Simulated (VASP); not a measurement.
# Ge2Sb2Te5 (P-3m1) in VASP: notebook

Ge2Sb2Te5 is run at these levels: PBEsol; tasks: single point.

Everything below comes from runs of VASP 6.6.1. Logs are shortened: lines on timing, memory, paths and dates and some standing lists are left out, and cuts for length are marked.

## Step 1: The cell of the first run

It takes space group P-3m1 (No. 164, trigonal). The conventional cell has a = 4.224 Å, b = 4.224 Å, c = 17.432 Å, α = 90.00°, β = 90.00°, γ = 120.00°. Within 3.7 Å of Ge (site symmetry 3m) lie 6 Te at 2.82 to 3.22 Å. Sb (site symmetry 3m) has 6 Te at 3.00 to 3.16 Å within 3.9 Å. Te (site symmetry -3m) has 6 Sb at 3.16 Å and 6 Te at 4.22 Å within 4.3 Å. Within 3.9 Å of Te (site symmetry 3m) lie 3 Sb at 3.00 Å and 3 Ge at 3.22 Å. Te (site symmetry 3m) has 3 Ge at 2.82 Å and 3 Te at 3.80 Å within 3.8 Å.

## Step 2: Single point, PBEsol (29.93 Å³/atom)

Input file INCAR:

```
SYSTEM = Ge2Sb2Te5
PREC = Accurate
ENCUT = 520
EDIFF = 1E-7
ISMEAR = 0
SIGMA = 0.1
LREAL = .False.
LASPH = .True.
NELM = 60
ALGO = Normal
ISIF = 2
LWAVE = .False.
LCHARG = .False.
GGA = PS
NBANDS = 44
```

Input file KPOINTS:

```
regular mesh
0
Gamma
  12 12 2
  0 0 0
```

Input file POSCAR:

```
Ge2Sb2Te5
1.0
    4.2242847544      0.0000000000      0.0000000000
   -2.1121423772      3.6583379101      0.0000000000
    0.0000000000      0.0000000000     17.4316536880
Ge Sb Te
2 2 5
Direct
    0.0000000000      0.0000000000      0.3356306260
    0.0000000000      0.0000000000      0.6643693740
    0.3333333333      0.6666666667      0.1150921864
    0.6666666667      0.3333333333      0.8849078136
    0.0000000000      0.0000000000      0.0000000000
    0.3333333333      0.6666666667      0.7848453135
    0.6666666667      0.3333333333      0.2151546865
    0.3333333333      0.6666666667      0.4165283637
    0.6666666667      0.3333333333      0.5834716363
```

Potentials or basis: VASP PAW PBE potentials, release 64 (Ge_d, Sb, Te).

Started as:

```sh
$ cat potpaw_PBE.64/Ge_d/POTCAR potpaw_PBE.64/Sb/POTCAR potpaw_PBE.64/Te/POTCAR > POTCAR
$ mpirun -np 1 vasp_std > vasp.out
```

OUTCAR:

```text
SYSTEM = Ge2Sb2Te5
   PREC = Accurate
   ENCUT = 520
   EDIFF = 1E-7
   ISMEAR = 0
   LREAL = .False.
   LASPH = .True.
   NELM = 60
   ISIF = 2
   GGA = PS

 ion  position               nearest neighbor table
   1  0.000  0.000  0.336-   8 2.82   8 2.82   8 2.82   7 3.22   7 3.22   7 3.22
   2  0.000  0.000  0.664-   9 2.82   9 2.82   9 2.82   6 3.22   6 3.22   6 3.22
   3  0.333  0.667  0.115-   7 3.00   7 3.00   7 3.00   5 3.16   5 3.16   5 3.16
   4  0.667  0.333  0.885-   6 3.00   6 3.00   6 3.00   5 3.16   5 3.16   5 3.16
   5  0.000  0.000  0.000-   3 3.16   4 3.16   3 3.16   4 3.16   4 3.16   3 3.16
   6  0.333  0.667  0.785-   4 3.00   4 3.00   4 3.00   2 3.22   2 3.22   2 3.22
   7  0.667  0.333  0.215-   3 3.00   3 3.00   3 3.00   1 3.22   1 3.22   1 3.22
   8  0.333  0.667  0.417-   1 2.82   1 2.82   1 2.82
   9  0.667  0.333  0.583-   2 2.82   2 2.82   2 2.82

  LATTYP: Found a hexagonal cell.
 ALAT       =     4.2242847544
 C/A-ratio  =     4.1265337688

  Lattice vectors:

 A1 = (   4.2242847544,   0.0000000000,   0.0000000000)
 A2 = (  -2.1121423772,   3.6583379101,   0.0000000000)
 A3 = (   0.0000000000,   0.0000000000,  17.4316536880)

Analysis of symmetry for initial positions (statically):
=====================================================================
 Subroutine PRICEL returns:
 Original cell was already a primitive cell.

 Routine SETGRP: Setting up the symmetry group for a
 hexagonal supercell.

 Subroutine GETGRP returns: Found 12 space group operations
 (whereof 12 operations were pure point group operations)
 out of a pool of 24 trial point group operations.

The static configuration has the point symmetry D_3d.

Analysis of symmetry for dynamics (positions and initial velocities):
=====================================================================
 Subroutine PRICEL returns:
 Original cell was already a primitive cell.

 Routine SETGRP: Setting up the symmetry group for a
 hexagonal supercell.

 Subroutine GETGRP returns: Found 12 space group operations
 (whereof 12 operations were pure point group operations)
 out of a pool of 24 trial point group operations.

The dynamic configuration has the point symmetry D_3d.

 Subroutine INISYM returns: Found 12 space group operations
 (whereof 12 operations are pure point group operations),
 and found     1 'primitive' translations

----------------------------------------------------------------------------------------

                                     Primitive cell

  volume of cell :     269.3864

  direct lattice vectors                    reciprocal lattice vectors
     4.224284754  0.000000000  0.000000000     0.236726466  0.136674089  0.000000000
    -2.112142377  3.658337910  0.000000000     0.000000000  0.273348177  0.000000000
     0.000000000  0.000000000 17.431653688     0.000000000  0.000000000  0.057366904

  length of vectors
     4.224284754  4.224284754 17.431653688     0.273348177  0.273348177  0.057366904

  position of ions in fractional coordinates (direct lattice)
     0.000000000  0.000000000  0.335630626
     0.000000000  0.000000000  0.664369374
     0.333333333  0.666666667  0.115092186
     0.666666667  0.333333333  0.884907814
     0.000000000  0.000000000  0.000000000
     0.333333333  0.666666667  0.784845314
     0.666666667  0.333333333  0.215154687
     0.333333333  0.666666667  0.416528364
     0.666666667  0.333333333  0.583471636

  ion indices of the primitive-cell ions
   primitive index   ion index
                 1           1
                 2           2
                 3           3
                 4           4
                 5           5
                 6           6
                 7           7
                 8           8
                 9           9

----------------------------------------------------------------------------------------

 KPOINTS: regular mesh

Automatic generation of k-mesh.
 Grid dimensions read from file:
 generate k-points for:   12   12    2

 Generating k-lattice:

  Cartesian coordinates                     Fractional coordinates (reciprocal lattice)
     0.019727205  0.011389507  0.000000000     0.083333333  0.000000000  0.000000000
     0.000000000  0.022779015  0.000000000     0.000000000  0.083333333  0.000000000
     0.000000000  0.000000000  0.028683452     0.000000000  0.000000000  0.500000000

  Length of vectors
     0.022779015  0.022779015  0.028683452

  Shift w.r.t. Gamma in fractional coordinates (k-lattice)
     0.000000000  0.000000000  0.000000000

 Subroutine IBZKPT returns following result:
 ===========================================

 Found     38 irreducible k-points:

 Following reciprocal coordinates:
            Coordinates               Weight
  0.000000  0.000000  0.000000      1.000000
  0.083333  0.000000  0.000000      6.000000
  0.166667 -0.000000  0.000000      6.000000
  0.250000 -0.000000  0.000000      6.000000
  0.333333  0.000000  0.000000      6.000000
  0.416667 -0.000000  0.000000      6.000000
[... 16 lines left out ...]
  0.250000 -0.000000  0.500000      6.000000
  0.333333  0.000000  0.500000      6.000000
 [... further k-points ...]
   k-points           NKPTS =     38   k-points in BZ     NKDIM =     38   number of bands    NBANDS=     44
   number of dos      NEDOS =    301   number of ions     NIONS =      9
   total plane-waves  NPLWV = 143360
   dimension x,y,z NGX =    32 NGY =   32 NGZ =  140
   dimension x,y,z NGXF=    64 NGYF=   64 NGZF=  280
   ions per type =               2   2   5
   NGX,Y,Z   is equivalent  to a cutoff of  12.59, 12.59, 13.35 a.u.
   NGXF,Y,Z  is equivalent  to a cutoff of  25.19, 25.19, 26.70 a.u.
 SYSTEM =  Ge2Sb2Te5
   PREC   = accura    normal or accurate (medium, high low for compatibility)
   ISTART =      0    job   : 0-new  1-cont  2-samecut
   ICHARG =      2    charge: 1-file 2-atom 10-const
   ISPIN  =      1    spin polarized calculation?
   LNONCOLLINEAR =      F non collinear calculations
   LSORBIT =      F    spin-orbit coupling
   LASPH  =      T    aspherical Exc in radial PAW
   ENCUT  =  520.0 eV  38.22 Ry    6.18 a.u.   7.85  7.85 32.41*2*pi/ulx,y,z
   NELM   =     60;   NELMIN=  2; NELMDL= -5     # of ELM steps
   EDIFF  = 0.1E-06   stopping-criterion for ELM
   LREAL  =      F    real-space projection
   EDIFFG = 0.1E-05   stopping-criterion for IOM
   NSW    =      0    number of steps for IOM
   IBRION =     -1    ionic relax: 0-MD 1-quasi-New 2-CG
   NFREE  =      0    steps in history (QN), initial steepest desc. (CG)
   ISIF   =      2    stress and relaxation
   ISYM   =      2    0-nonsym 1-usesym 2-fastsym
   POTIM  = 0.5000    time-step for ionic-motion
   TEBEG  =    0.0;   TEEND  =   0.0 temperature during run
   PSTRESS=    0.0 pullay stress
   NELECT =      68.0000    total number of electrons
   NUPDOWN=      -1.0000    fix difference up-down
   EMIN   =  10.00;   EMAX   =-10.00  energy-range for DOS
   EFERMI =   0.00;   METHOD = LEGACY
   ISMEAR =     0;   SIGMA  =   0.10  broadening in eV -4-tet -1-fermi 0-gaus
   EFERMI_NEDOS =   21; number of points for ismear=-14 and -15
   IALGO  =     38    algorithm
   IMIX   =      4    mixing-type and parameters
     AMIX     =   0.40;   BMIX     =  1.00
     AMIX_MAG =   1.60;   BMIX_MAG =  1.00
  volume/ion in A,a.u.               =      29.93       201.99
  Fermi-wavevector in a.u.,A,eV,Ry     =   1.034632  1.955171 14.564541  1.070464
  Thomas-Fermi vector in A             =   2.168937
   LORBIT       =      0    0 simple, 1 ext, 2 COOP (PROOUT), +10 PAW based schemes
   GGA     = PS    functional components
   LHFCALC =     F    Hartree Fock is set to
   AEXX    =    0.0000 exact exchange contribution
   IVDW    =     0    specifies the selected vdW correction
   LEPSILON=     F    determine dielectric tensor
   LRPA    =     F    only Hartree local field effects (RPA)
 non-spin polarized calculation
 Gauss-broadening in eV      SIGMA  =   0.10
  energy-cutoff  :      520.00
  volume of cell :      269.39
 maximum number of plane-waves:      7300
 NGX is ok and might be reduce to    32
   NGX = 15   NGY = 15   NGZ = 65

 number of electron      68.0000013 magnetization

 Free energy of the ion-electron system (eV)
  ---------------------------------------------------
  ext. energy  EPLUGINS =         0.00000000
  ---------------------------------------------------
  free energy    TOTEN  =       -37.40512242 eV

  energy without entropy =      -37.39900496  energy(sigma->0) =      -37.40206369

 E-fermi :   6.3983     XC(G=0):  -9.6188

 val. band max:        6.3964986413   @ k =   0.1667  -0.0000   0.0000
 cond. band min:       6.4165633586   @ k =   0.4167  -0.0000   0.5000
 fundamental gap:      0.0200647173
 Fermi energy:         6.3982988203

 k-point     1 :       0.0000    0.0000    0.0000
  band No.  band energies     occupation
      1     -18.4184      2.00000
      2     -18.4184      2.00000
      3     -18.4184      2.00000
      4     -18.4184      2.00000
      5     -18.4064      2.00000
      6     -18.4064      2.00000
[... 36 lines left out ...]
     43       8.2400      0.00000
     44       8.5624      0.00000

 k-point     2 :       0.0833    0.0000    0.0000
  band No.  band energies     occupation
      1     -18.4185      2.00000
      2     -18.4185      2.00000
      3     -18.4182      2.00000
      4     -18.4182      2.00000
      5     -18.4065      2.00000
      6     -18.4065      2.00000
[... 36 lines left out ...]
     43       8.5027      0.00000
     44       8.7618      0.00000

 k-point     3 :       0.1667   -0.0000    0.0000
  band No.  band energies     occupation
      1     -18.4190      2.00000
      2     -18.4190      2.00000
      3     -18.4177      2.00000
      4     -18.4177      2.00000
      5     -18.4067      2.00000
      6     -18.4067      2.00000
[... 976 lines left out ...]
     43       9.3000      0.00000
     44       9.4675      0.00000

 k-point    24 :       0.3333    0.0000    0.5000
  band No.  band energies     occupation
      1     -18.4202      2.00000
      2     -18.4202      2.00000
      3     -18.4165      2.00000
      4     -18.4165      2.00000
      5     -18.4074      2.00000
      6     -18.4074      2.00000
[... 36 lines left out ...]
     43       9.3593      0.00000
     44       9.4041      0.00000

 [... further k-points ...]
[... 5 lines left out ...]
  --------------------------------------------------------------------------------------
  -------------------------------------------------------------------------------------
  Total       -1.4450447     -1.4450447     -1.4597001      0.0000000      0.0000000      0.0000000
  in kB       -8.5944139     -8.5944139     -8.6815771      0.0000000      0.0000000      0.0000000
  external PRESSURE =      -8.6234683 kB  Pullay stress =       0.0000000 kB

 VOLUME and BASIS-vectors are now :
 -----------------------------------------------------------------------------
  energy-cutoff  :      520.00
  volume of cell :      269.39
      direct lattice vectors                 reciprocal lattice vectors
     4.224284754  0.000000000  0.000000000     0.236726466  0.136674089  0.000000000
    -2.112142377  3.658337910  0.000000000     0.000000000  0.273348177  0.000000000
     0.000000000  0.000000000 17.431653688     0.000000000  0.000000000  0.057366904

 POSITION                                       TOTAL-FORCE (eV/Angst)
 -----------------------------------------------------------------------------------
      0.00000      0.00000      5.85060        -0.000000      0.000000     -0.015242
      0.00000      0.00000     11.58106         0.000000      0.000000      0.015242
     -0.00000      2.43889      2.00625         0.000000     -0.000000     -0.028054
      2.11214      1.21945     15.42541        -0.000000      0.000000      0.028054
      0.00000      0.00000      0.00000         0.000000      0.000000      0.000000
     -0.00000      2.43889     13.68115        -0.000000      0.000000     -0.030264
      2.11214      1.21945      3.75050         0.000000     -0.000000      0.030264
     -0.00000      2.43889      7.26078        -0.000000      0.000000      0.018718
      2.11214      1.21945     10.17088         0.000000     -0.000000     -0.018718
 -----------------------------------------------------------------------------------
    total drift:                               -0.000000     -0.000000      0.000000

  FREE ENERGIE OF THE ION-ELECTRON SYSTEM (eV)
  ---------------------------------------------------
  free  energy   TOTEN  =       -37.4051224174 eV

  energy  without entropy=      -37.3990049580  energy(sigma->0) =      -37.40206369
```

It took 12 min on 1 thread of Intel Xeon Platinum 8488C (Sapphire Rapids), shared host; peak memory 0.63 GiB.

Results:

```
Free energy            : -37.4051 eV
Pressure               : -0.9 GPa
Largest force          : 0.030 eV/Å
Band gap on the k mesh : zero (bands 34 and 35 overlap by 0.01 eV)
```

Forces on the atoms (eV/Å):
```
Ge   0.000  0.000 -0.015
Ge   0.000  0.000  0.015
Sb   0.000  0.000 -0.028
Sb   0.000  0.000  0.028
Te   0.000  0.000  0.000
Te   0.000  0.000 -0.030
Te   0.000  0.000  0.030
Te   0.000  0.000  0.019
Te   0.000  0.000 -0.019
```

Caveat: the PAW data sets were made with another functional, which shifts forces and pressure a little; spin-orbit coupling is left out, which moves the levels of the heavy elements; this functional lacks dispersion, which binds layers or chains, so the pressure and a relaxed spacing across them are unreliable.

## Step 3: Single point, PBEsol (30.80 Å³/atom)

This run uses another cell than the first one, of 30.80 Å³/atom.

Input file INCAR:

```
SYSTEM = Ge2Sb2Te5
ALGO = Normal
EDIFF = 1E-7
ENCUT = 520
GGA = PS
ISIF = 2
ISMEAR = 0
LASPH = .TRUE.
LCHARG = .FALSE.
LREAL = .FALSE.
LWAVE = .FALSE.
NBANDS = 44
NELM = 80
PREC = Accurate
SIGMA = 0.1
```

Input file KPOINTS:

```
k-points
0
G
  12 12 2
  0 0 0
```

Input file POSCAR:

```
Ge2Sb2Te5
1.0
    4.2255091011      0.0000000000      0.0000000000
   -2.1127545505      3.6593982254      0.0000000000
    0.0000000000      0.0000000000     17.9289773507
Ge Sb Te
2 2 5
Direct
    0.0000000000      0.0000000000      0.3289323790
    0.0000000000      0.0000000000      0.6710676210
    0.3333333333      0.6666666667      0.1123046085
    0.6666666667      0.3333333333      0.8876953915
    0.0000000000      0.0000000000      0.0000000000
    0.3333333333      0.6666666667      0.7903192556
    0.6666666667      0.3333333333      0.2096807444
    0.3333333333      0.6666666667      0.4075874069
    0.6666666667      0.3333333333      0.5924125931
```

Potentials or basis: VASP PAW PBE potentials, release 64 (Ge_d, Sb, Te).

Started as:

```sh
$ cat potpaw_PBE.64/Ge_d/POTCAR potpaw_PBE.64/Sb/POTCAR potpaw_PBE.64/Te/POTCAR > POTCAR
$ mpirun -np 1 vasp_std > vasp.out
```

Wall time 9.8 min (1 thread of Intel Xeon Platinum 8488C (Sapphire Rapids), shared host); peak memory 0.63 GiB.

The run converged. Its results:

* Free energy: -37.3452 eV
* Pressure: -1.2 GPa
* Largest force: 0.034 eV/Å
* Band gap on the k mesh: 0.01 eV (least direct gap 0.04 eV)

Forces in eV/Å, atoms in the order of the input:
```
Ge   0.000  0.000 -0.024
Ge   0.000  0.000  0.024
Sb   0.000  0.000 -0.024
Sb   0.000  0.000  0.024
Te   0.000  0.000  0.000
Te   0.000  0.000 -0.034
Te   0.000  0.000  0.034
Te   0.000  0.000  0.018
Te   0.000  0.000 -0.018
```

Levels at points of the mesh, in eV from the valence-band top:
| k point | band 32 | band 33 | band 34 | band 35 | band 36 | band 37 |
| --- | --- | --- | --- | --- | --- | --- |
| (0.00, 0.00, 0.00) | -1.28 | -1.11 | -0.13 | 0.09 | 0.09 | 0.10 |
| (0.50, 0.00, 0.00) | -1.81 | -1.37 | -1.23 | 0.32 | 0.38 | 0.61 |
| (0.00, 0.00, 0.50) | -1.50 | -0.98 | -0.15 | 0.10 | 0.10 | 0.11 |
| (0.50, 0.00, 0.50) | -1.97 | -1.74 | -0.76 | 0.01 | 0.53 | 0.80 |

Caveat: the smearing spreads over this small gap; semilocal functionals underestimate gaps, and a narrow one can read as zero; the PAW data sets were made with another functional, which shifts forces and pressure a little; spin-orbit coupling is left out, which moves the levels of the heavy elements; this functional lacks dispersion, which binds layers or chains, so the pressure and a relaxed spacing across them are unreliable. A k mesh can miss the band edges.

The gap in the log of VASP goes by the Fermi energy; the results here count the filled bands.